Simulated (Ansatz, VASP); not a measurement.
One calculation of PbO, two programs

```
Pb O
1.0
     3.97440    0.00000    0.00000
     0.00000    3.97440    0.00000
     0.00000    0.00000    5.02200
Pb O
2 2
Direct
  0.00000 0.50000 0.23510
  0.50000 0.00000 0.76490
  0.00000 0.00000 0.00000
  0.50000 0.50000 0.00000
```

Alike in both runs: task electric field gradients; functional LDA; k mesh 7 × 7 × 6; occupations fermi-dirac, width 0.03 eV; no spin polarisation.

|  | VASP | Ansatz |
| --- | --- | --- |
| version | VASP 6.6.1 | Ansatz 0.2.0 |
| potentials or method | VASP PAW LDA potentials, release 64 (Pb_d, O_h) | PAW with Ansatz's default frozen-core files, scalar-relativistic |
| plane-wave cutoff (eV) | 910 | 420 |
| valence electrons in the cell | 40 | 40 |

```tsv
	VASP	Ansatz	Ansatz less VASP
gap on the k mesh at the Fermi level (eV)	1.45	1.47	+0.021
rms of the force components (eV/Å)	0.042	0.069	+0.0266
size of Vzz on the site where it differs most (V/Å²)	225.5	215.7	-9.81
```

LDA's correlation is that of Perdew and Zunger in VASP and of Perdew and Wang (1992) in Ansatz. Atom by atom the forces differ by 0.027 eV/Å (rms over components).

Neither program's run includes spin-orbit coupling. Noted on VASP's run: the cutoff is short for stress, so the pressure is rough.
